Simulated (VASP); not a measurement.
# KBr (Fm-3m) in VASP: a series of runs, part 2 of 2

VASP 6.6.1. The steps go on from the part before.

## 4. Single point, PBE-based screened hybrid with 25 % exact exchange

This run uses another cell than the first one, of 35.94 Å³/atom.

POSCAR reads:

```
KBr
1.0
    0.0000000000      3.3000000000      3.3000000000
    3.3000000000      0.0000000000      3.3000000000
    3.3000000000      3.3000000000      0.0000000000
Br K
1 1
Direct
    0.5000000000      0.5000000000      0.5000000000
    0.0000000000      0.0000000000      0.0000000000
```

INCAR.step1 reads:

```
SYSTEM = KBr
PREC = Accurate
ENCUT = 520
EDIFF = 1E-5
ISMEAR = -1
SIGMA = 0.05
LREAL = .FALSE.
LASPH = .TRUE.
NELM = 80
ALGO = Normal
ISIF = 2
LWAVE = .TRUE.
NBANDS = 15
GGA = PE
```

INCAR.step2 reads:

```
SYSTEM = KBr
PREC = Accurate
ENCUT = 520
EDIFF = 1E-6
ISMEAR = -1
SIGMA = 0.05
LREAL = .FALSE.
LASPH = .TRUE.
NELM = 80
ALGO = Normal
ISIF = 2
LWAVE = .FALSE.
LCHARG = .TRUE.
GGA = PE
LHFCALC = .TRUE.
AEXX = 0.25
HFSCREEN = 0.2
PRECFOCK = Normal
LELF = .TRUE.
LVHAR = .TRUE.
NBANDS = 15
ISTART = 1
```

KPOINTS reads:

```
Automatic mesh
0
G
  4 4 4
  0 0 0
```

Potentials or basis: VASP PAW PBE potentials, release 64 (Br, K_sv).

Command:

```console
$ cat potpaw_PBE.64/Br/POTCAR potpaw_PBE.64/K_sv/POTCAR > POTCAR
$ cp INCAR.step1 INCAR
$ mpirun -np 1 vasp_std > vasp.out
$ cp INCAR.step2 INCAR
$ mpirun -np 1 vasp_std > vasp.out
```

OUTCAR:

```text
SYSTEM = KBr
   PREC = Accurate
   ENCUT = 520
   EDIFF = 1E-6
   ISMEAR = -1
   LREAL = .FALSE.
   LASPH = .TRUE.
   NELM = 80
   ISIF = 2
   GGA = PE
   LHFCALC = .TRUE.
   AEXX = 0.25
   HFSCREEN = 0.2
   PRECFOCK = Normal
   ISTART = 1

 ion  position               nearest neighbor table
   1  0.500  0.500  0.500-   2 3.30   2 3.30   2 3.30   2 3.30   2 3.30   2 3.30
   2  0.000  0.000  0.000-   1 3.30   1 3.30   1 3.30   1 3.30   1 3.30   1 3.30

  LATTYP: Found a face centered cubic cell.
 ALAT       =     6.6000000000

  Lattice vectors:

 A1 = (   0.0000000000,   3.3000000000,   3.3000000000)
 A2 = (   3.3000000000,   0.0000000000,   3.3000000000)
 A3 = (   3.3000000000,   3.3000000000,   0.0000000000)

Analysis of symmetry for initial positions (statically):
=====================================================================
 Subroutine PRICEL returns:
 Original cell was already a primitive cell.

 Routine SETGRP: Setting up the symmetry group for a
 face centered cubic supercell.

 Subroutine GETGRP returns: Found 48 space group operations
 (whereof 48 operations were pure point group operations)
 out of a pool of 48 trial point group operations.

The static configuration has the point symmetry O_h .

Analysis of symmetry for dynamics (positions and initial velocities):
=====================================================================
 Subroutine PRICEL returns:
 Original cell was already a primitive cell.

 Routine SETGRP: Setting up the symmetry group for a
 face centered cubic supercell.

 Subroutine GETGRP returns: Found 48 space group operations
 (whereof 48 operations were pure point group operations)
 out of a pool of 48 trial point group operations.

The dynamic configuration has the point symmetry O_h .

 Subroutine INISYM returns: Found 48 space group operations
 (whereof 48 operations are pure point group operations),
[... 113 lines left out ...]
   HFSCREENC=   0.2000 screening length for correlation (either q_TF or 0.3 A-1)
   ENCUTFOCK=  -1.0 apply spherical cutoff to Coloumb kernel
   IVDW    =     0    specifies the selected vdW correction
   LEPSILON=     F    determine dielectric tensor
   LRPA    =     F    only Hartree local field effects (RPA)
 non-spin polarized calculation
  energy-cutoff  :      520.00
  volume of cell :       71.87
 maximum number of plane-waves:      1964
 NGX is ok and might be reduce to    36
  NGX = 28; NGY = 28; NGZ = 28

 number of electron      15.9999997 magnetization

 Free energy of the ion-electron system (eV)
  ---------------------------------------------------
  ext. energy  EPLUGINS =         0.00000000
  ---------------------------------------------------
  free energy    TOTEN  =        -7.18492969 eV

  energy without entropy =       -7.18492969  energy(sigma->0) =       -7.18492969

 E-fermi :  -1.5188     XC(G=0):  -6.1705

 val. band max:       -2.6259618213   @ k =   0.0000   0.0000   0.0000
 cond. band min:       2.9953611010   @ k =   0.0000   0.0000   0.0000
 fundamental gap:      5.6213229223
 Fermi energy:        -1.5187540746

 k-point     1 :       0.0000    0.0000    0.0000
  band No.  band energies     occupation
      1     -32.5961      2.00000
      2     -15.9526      2.00000
      3     -14.7189      2.00000
      4     -14.7189      2.00000
      5     -14.7189      2.00000
      6      -2.6260      2.00000
      7      -2.6260      2.00000
      8      -2.6260      2.00000
      9       2.9954      0.00000
     10       6.3671      0.00000
     11       6.3671      0.00000
     12       6.3671      0.00000
     13       7.3190      0.00000
     14       7.3190      0.00000
[... 113 lines left out ...]
      2     -15.9362      2.00000
      3     -14.7839      2.00000
      4     -14.7839      2.00000
      5     -14.6191      2.00000
      6      -3.2498      2.00000
      7      -3.2498      2.00000
      8      -3.1862      2.00000
      9       6.0507      0.00000
     10       6.0507      0.00000
     11       6.9971      0.00000
     12       7.9197      0.00000
     13       9.5709      0.00000
     14       9.9859      0.00000
     15      10.1994      0.00000

------------------------ aborting loop because EDIFF is reached ----------------------------------------

  FORCE on cell =-STRESS in cart. coord.  units (eV):
  Direction    XX          YY          ZZ          XY          YZ          ZX
  --------------------------------------------------------------------------------------
  -------------------------------------------------------------------------------------
  Total        0.2168202      0.2168202      0.2168202     -0.0000000      0.0000000      0.0000000
  in kB        4.8332418      4.8332418      4.8332418     -0.0000000      0.0000000      0.0000000
  external PRESSURE =       4.8332418 kB  Pullay stress =       0.0000000 kB

 VOLUME and BASIS-vectors are now :
 -----------------------------------------------------------------------------
  energy-cutoff  :      520.00
  volume of cell :       71.87
      direct lattice vectors                 reciprocal lattice vectors
     0.000000000  3.300000000  3.300000000    -0.151515152  0.151515152  0.151515152
     3.300000000  0.000000000  3.300000000     0.151515152 -0.151515152  0.151515152
     3.300000000  3.300000000  0.000000000     0.151515152  0.151515152 -0.151515152

 POSITION                                       TOTAL-FORCE (eV/Angst)
 -----------------------------------------------------------------------------------
      3.30000      3.30000      3.30000         0.000000      0.000000      0.000000
      0.00000      0.00000      0.00000        -0.000000     -0.000000     -0.000000
 -----------------------------------------------------------------------------------
    total drift:                                0.000000      0.000000      0.000000

  FREE ENERGIE OF THE ION-ELECTRON SYSTEM (eV)
  ---------------------------------------------------
  free  energy   TOTEN  =        -7.1849296940 eV

  energy  without entropy=       -7.1849296940  energy(sigma->0) =       -7.18492969
```

OUTCAR.step1:

```text
SYSTEM = KBr
   PREC = Accurate
   ENCUT = 520
   EDIFF = 1E-5
   ISMEAR = -1
   LREAL = .FALSE.
[... 347 lines left out ...]
      3.30000      3.30000      3.30000         0.000000     -0.000000      0.000000
      0.00000      0.00000      0.00000        -0.000000      0.000000     -0.000000
 -----------------------------------------------------------------------------------
    total drift:                                0.000000      0.000000      0.000000

  FREE ENERGIE OF THE ION-ELECTRON SYSTEM (eV)
  ---------------------------------------------------
  free  energy   TOTEN  =        -6.2146384580 eV

  energy  without entropy=       -6.2146384580  energy(sigma->0) =       -6.21463846
```

It took 6.5 min on 1 thread of Intel Xeon Platinum 8375C at 2.90GHz (Ice Lake), shared host; peak memory 0.31 GiB.

What came out:

```
Free energy            : -7.1849 eV
Pressure               : 0.5 GPa
Band gap on the k mesh : 5.62 eV
```

Caveat: the PAW data sets were made with another functional, which shifts forces and pressure a little.

## 5. Single point, PBE-based screened hybrid with 25 % exact exchange

This run uses another cell than the first one, of 35.94 Å³/atom.

POSCAR is that of step 4.

INCAR.step1 reads:

```
SYSTEM = KBr
PREC = Accurate ; ENCUT = 520
EDIFF = 1E-5 ; ISMEAR = -1
SIGMA = 0.05 ; LREAL = .FALSE.
LASPH = .TRUE. ; NELM = 100
ALGO = Normal ; ISIF = 2
LWAVE = .TRUE. ; LCHARG = .FALSE.
NBANDS = 15 ; GGA = PE
```

INCAR.step2 reads:

```
SYSTEM = KBr
PREC = Accurate ; ENCUT = 520
EDIFF = 1E-6 ; ISMEAR = -1
SIGMA = 0.05 ; LREAL = .FALSE.
LASPH = .TRUE. ; NELM = 100
ALGO = Normal ; ISIF = 2
LWAVE = .FALSE. ; LCHARG = .FALSE.
GGA = PE ; LHFCALC = .TRUE.
AEXX = 0.25 ; HFSCREEN = 0.3
PRECFOCK = Normal ; NBANDS = 15
ISTART = 1
```

KPOINTS reads:

```
regular mesh
0
G
  4 4 4
  0 0 0
```

Potentials or basis: VASP PAW PBE potentials, release 64 (Br, K_sv).

Command:

```console
$ cat potpaw_PBE.64/Br/POTCAR potpaw_PBE.64/K_sv/POTCAR > POTCAR
$ cp INCAR.step1 INCAR
$ mpirun -np 1 vasp_std > vasp.out
$ cp INCAR.step2 INCAR
$ mpirun -np 1 vasp_std > vasp.out
```

OUTCAR:

```text
SYSTEM = KBr
   PREC = Accurate
   ENCUT = 520
   EDIFF = 1E-6
   ISMEAR = -1
   LREAL = .FALSE.
   LASPH = .TRUE.
   NELM = 100
   ISIF = 2
   GGA = PE
   LHFCALC = .TRUE.
   AEXX = 0.25
   HFSCREEN = 0.3
   PRECFOCK = Normal
   ISTART = 1

 ion  position               nearest neighbor table
   1  0.500  0.500  0.500-   2 3.30   2 3.30   2 3.30   2 3.30   2 3.30   2 3.30
   2  0.000  0.000  0.000-   1 3.30   1 3.30   1 3.30   1 3.30   1 3.30   1 3.30

  LATTYP: Found a face centered cubic cell.
 ALAT       =     6.6000000000

  Lattice vectors:

 A1 = (   0.0000000000,   3.3000000000,   3.3000000000)
 A2 = (   3.3000000000,   0.0000000000,   3.3000000000)
 A3 = (   3.3000000000,   3.3000000000,   0.0000000000)

Analysis of symmetry for initial positions (statically):
=====================================================================
 Subroutine PRICEL returns:
 Original cell was already a primitive cell.

 Routine SETGRP: Setting up the symmetry group for a
 face centered cubic supercell.

 Subroutine GETGRP returns: Found 48 space group operations
 (whereof 48 operations were pure point group operations)
[... 167 lines left out ...]
      4     -14.5240      2.00000
      5     -14.5240      2.00000
      6      -2.4717      2.00000
      7      -2.4717      2.00000
      8      -2.4717      2.00000
      9       2.8999      0.00000
     10       6.2366      0.00000
     11       6.2366      0.00000
     12       6.2366      0.00000
     13       7.1787      0.00000
     14       7.1787      0.00000
[... 113 lines left out ...]
      2     -15.7311      2.00000
      3     -14.5878      2.00000
      4     -14.5878      2.00000
      5     -14.4251      2.00000
      6      -3.0814      2.00000
      7      -3.0814      2.00000
      8      -3.0219      2.00000
      9       5.9334      0.00000
     10       5.9334      0.00000
     11       6.8669      0.00000
     12       7.7783      0.00000
     13       9.4277      0.00000
     14       9.8259      0.00000
     15      10.0371      0.00000

------------------------ aborting loop because EDIFF is reached ----------------------------------------

  FORCE on cell =-STRESS in cart. coord.  units (eV):
  Direction    XX          YY          ZZ          XY          YZ          ZX
  --------------------------------------------------------------------------------------
  -------------------------------------------------------------------------------------
  Total        0.2222096      0.2222096      0.2222096      0.0000000      0.0000000     -0.0000000
  in kB        4.9533802      4.9533802      4.9533802      0.0000000      0.0000000     -0.0000000
  external PRESSURE =       4.9533802 kB  Pullay stress =       0.0000000 kB

 VOLUME and BASIS-vectors are now :
 -----------------------------------------------------------------------------
  energy-cutoff  :      520.00
  volume of cell :       71.87
      direct lattice vectors                 reciprocal lattice vectors
     0.000000000  3.300000000  3.300000000    -0.151515152  0.151515152  0.151515152
     3.300000000  0.000000000  3.300000000     0.151515152 -0.151515152  0.151515152
     3.300000000  3.300000000  0.000000000     0.151515152  0.151515152 -0.151515152

 POSITION                                       TOTAL-FORCE (eV/Angst)
 -----------------------------------------------------------------------------------
      3.30000      3.30000      3.30000         0.000000      0.000000     -0.000000
      0.00000      0.00000      0.00000        -0.000000     -0.000000      0.000000
 -----------------------------------------------------------------------------------
    total drift:                               -0.000000     -0.000000     -0.000000

  FREE ENERGIE OF THE ION-ELECTRON SYSTEM (eV)
  ---------------------------------------------------
  free  energy   TOTEN  =        -7.0021623772 eV

  energy  without entropy=       -7.0021623772  energy(sigma->0) =       -7.00216238
```

OUTCAR.step1:

```text
SYSTEM = KBr
   PREC = Accurate
   ENCUT = 520
   EDIFF = 1E-5
   ISMEAR = -1
   LREAL = .FALSE.
[... 347 lines left out ...]
      3.30000      3.30000      3.30000         0.000000     -0.000000      0.000000
      0.00000      0.00000      0.00000        -0.000000      0.000000     -0.000000
 -----------------------------------------------------------------------------------
    total drift:                                0.000000      0.000000      0.000000

  FREE ENERGIE OF THE ION-ELECTRON SYSTEM (eV)
  ---------------------------------------------------
  free  energy   TOTEN  =        -6.2146384580 eV

  energy  without entropy=       -6.2146384580  energy(sigma->0) =       -6.21463846
```

OSZICAR.step1:

```text
N       E                     dE             d eps       ncg     rms          rms(c)
DAV:   1     0.103957355984E+03    0.10396E+03   -0.70946E+03   240   0.951E+02
DAV:   2    -0.193870293100E+00   -0.10415E+03   -0.97185E+02   296   0.233E+02
DAV:   3    -0.613347078472E+01   -0.59396E+01   -0.59063E+01   324   0.502E+01
DAV:   4    -0.638534666659E+01   -0.25188E+00   -0.25175E+00   340   0.881E+00
DAV:   5    -0.638752114889E+01   -0.21745E-02   -0.21744E-02   324   0.978E-01    0.311E+00
DAV:   6    -0.621575591452E+01    0.17177E+00   -0.21920E-01   289   0.224E+00    0.227E+00
DAV:   7    -0.620460372997E+01    0.11152E-01   -0.10681E-01   324   0.176E+00    0.103E+00
DAV:   8    -0.621355282665E+01   -0.89491E-02   -0.11519E-02   263   0.785E-01    0.117E-01
DAV:   9    -0.621432634916E+01   -0.77352E-03   -0.77926E-04   296   0.168E-01    0.771E-02
DAV:  10    -0.621461951836E+01   -0.29317E-03   -0.29665E-04   247   0.981E-02    0.123E-02
DAV:  11    -0.621463682936E+01   -0.17311E-04   -0.27478E-05   304   0.292E-02    0.587E-03
DAV:  12    -0.621463845799E+01   -0.16286E-05   -0.40209E-06   183   0.132E-02
   1 F= -.62146385E+01 E0= -.62146385E+01  d E =-.122252E-10
```

Run time: 6.4 min. Hardware: 1 thread of Intel Xeon Platinum 8375C at 2.90GHz (Ice Lake), shared host; peak memory 0.31 GiB.

What came out:

```
Free energy            : -7.0022 eV
Pressure               : 0.5 GPa
Band gap on the k mesh : 5.37 eV
```

Levels at points of the mesh, in eV from the valence-band top:
| k point | band 4 | band 5 | band 6 | band 7 | band 8 | band 9 | band 10 | band 11 | band 12 | band 13 |
| --- | --- | --- | --- | --- | --- | --- | --- | --- | --- | --- |
| (0.00, 0.00, 0.00) | -12.05 | -12.05 | 0.00 | 0.00 | 0.00 | 5.37 | 8.71 | 8.71 | 8.71 | 9.65 |
| (0.50, 0.00, 0.00) | -12.06 | -11.79 | -1.21 | -0.34 | -0.34 | 7.51 | 9.33 | 11.11 | 11.11 | 11.12 |
| (0.50, 0.50, 0.00) | -12.09 | -12.09 | -0.85 | -0.30 | -0.30 | 6.83 | 8.24 | 10.53 | 10.70 | 11.03 |

Caveat: the PAW data sets were made with another functional, which shifts forces and pressure a little.

## 6. Overview

| level | spin | cell | k mesh | grid for exact exchange (PRECFOCK) | share of exact exchange | screening parameter | gap on the mesh (eV) | pressure (GPa) | moment (μB) |
| --- | --- | --- | --- | --- | --- | --- | --- | --- | --- |
| PBEsol | collinear | a = 4.636 Å, angles 60.0°, 2 atoms | 7 × 7 × 7 | - | - | - | 4.33 | 0.0 | 0.00 |
| PBEsol | collinear | a = 4.667 Å, angles 60.0°, 2 atoms | 7 × 7 × 7 | - | - | - | 4.28 | -0.3 | 0.00 |
| PBE-based screened hybrid with 25 % exact exchange | off | a = 4.667 Å, angles 60.0°, 2 atoms | 4 × 4 × 4 | Normal | 0.25 | 0.2 1/Å | 5.62 | 0.5 | - |
| PBE-based screened hybrid with 25 % exact exchange | off | a = 4.667 Å, angles 60.0°, 2 atoms | 4 × 4 × 4 | Normal | 0.25 | 0.3 1/Å | 5.37 | 0.5 | - |

Alike in all rows: task single point; potentials or basis VASP PAW PBE potentials, release 64 (Br, K_sv); cutoff (eV) 520; smearing fermi-dirac 0.05 eV.

Caveats: the PAW data sets were made with another functional, which shifts forces and pressure a little.

Total energies depend on the potentials used, so only differences within one code and one set of settings carry meaning.
